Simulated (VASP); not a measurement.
The system is CoC.

```xyz
2
Lattice="1.1566 0.6678 3.6840 -1.1566 0.6678 3.6840 0.0000 -1.3355 3.6840" Properties=species:S:1:pos:R:3 pbc="T T T"
Co    0.0000    0.0000    0.0000
C     0.0000    0.0000    5.5259
```

* Program: VASP 6.6.1
* Task: relaxation of cell and atoms
* Functional: PBE
* Potentials or basis: VASP PAW PBE potentials, release 64 (Co, C)
* Cutoff: 600 eV
* k mesh: 12 × 12 × 12
* Occupations: gaussian, width 0.1 eV
* Spin: no spin polarisation

At the start: pressure -8.6 GPa; volume 8.54 Å³/atom.

Question: How do energy, volume and symmetry change on relaxing?

Answer: Over 13 steps the energy falls by 1030.3 meV/atom and the volume is 7.99 Å³/atom (-6.4 %); space group Fm-3m (No. 225, to 0.05 Å).

Step by step:
| step | energy change (eV) | largest force (eV/Å) | pressure (GPa) | volume (Å³) |
| --- | --- | --- | --- | --- |
| 1 | 0.0000 | 0.0000 | -8.65 | 17.07 |
| 2 | -1.6582 | 0.0000 | 1.00 | 15.55 |
| 3 | -1.8607 | 0.0000 | 19.01 | 14.89 |
| 4 | -1.8633 | 0.0000 | 28.73 | 14.62 |
| 5 | -1.8994 | 0.0000 | -23.87 | 17.50 |
| 6 | -1.9998 | 0.0000 | -4.10 | 16.08 |
| 7 | -1.9999 | 0.0000 | -3.65 | 16.05 |
| 8 | -2.0226 | 0.0000 | -2.26 | 16.03 |
| 9 | -2.0471 | 0.0000 | 0.16 | 15.96 |
| 10 | -2.0522 | 0.0000 | 5.44 | 15.72 |
| 11 | -2.0592 | 0.0000 | 3.41 | 15.83 |
| 12 | -2.0449 | 0.0000 | -8.52 | 16.45 |
| 13 | -2.0606 | 0.0000 | 0.28 | 15.98 |

Final structure:
```xyz
2
Lattice="1.4110 0.8146 2.3174 -1.4110 0.8146 2.3174 0.0000 -1.6293 2.3174" Properties=species:S:1:pos:R:3 pbc="T T T"
Co    0.0000    0.0000    0.0000
C     0.0000    0.0000    3.4761
```
